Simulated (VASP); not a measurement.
Runs of VASP 6.6.1 on ZnSe. The structure is that of space group F-43m (No. 216), or close to it. The cells are those of the table. 

```csv
task,level,cell,k mesh,cutoff (eV),smearing,gap on the mesh (eV),pressure (GPa)
single point,revPBE,"a = 3.983 Å, angles 60.0°, 2 atoms",8 × 8 × 8,500,gaussian 0.02 eV,1.48,(b)
single point,PBEsol,"a = 3.983 Å, angles 60.0°, 2 atoms",8 × 8 × 8,520,gaussian 0.02 eV,1.24,0.3
single point,PBEsol,"a = 4.134 Å, angles 60.0°, 2 atoms",8 × 8 × 8,520,gaussian 0.02 eV,(a),-5.5
relaxation of cell and atoms,PBEsol,"relaxed to 3 GPa from a = 3.983 Å, angles 60.0°, 2 atoms",8 × 8 × 8,600,gaussian 0.01 eV,1.40,3.0
single point,PBEsol,"a = 4.008 Å, angles 60.0°, 2 atoms",6 × 6 × 6,500,gaussian 0.1 eV,1.17,-0.9
```

Alike in all rows: potentials or basis VASP PAW PBE potentials, release 64 (Zn, Se); no spin polarisation.

Question: Fill in the values left out.

Answer: (a) 0.82; (b) 5.3.

Caveats: the PAW data sets were made with another functional, which shifts forces and pressure a little; the cell is relaxed towards a set pressure, so the enthalpy falls and the energy may rise (some runs).

A k mesh can miss the band edges, and the runs leave out spin-orbit coupling on Se.
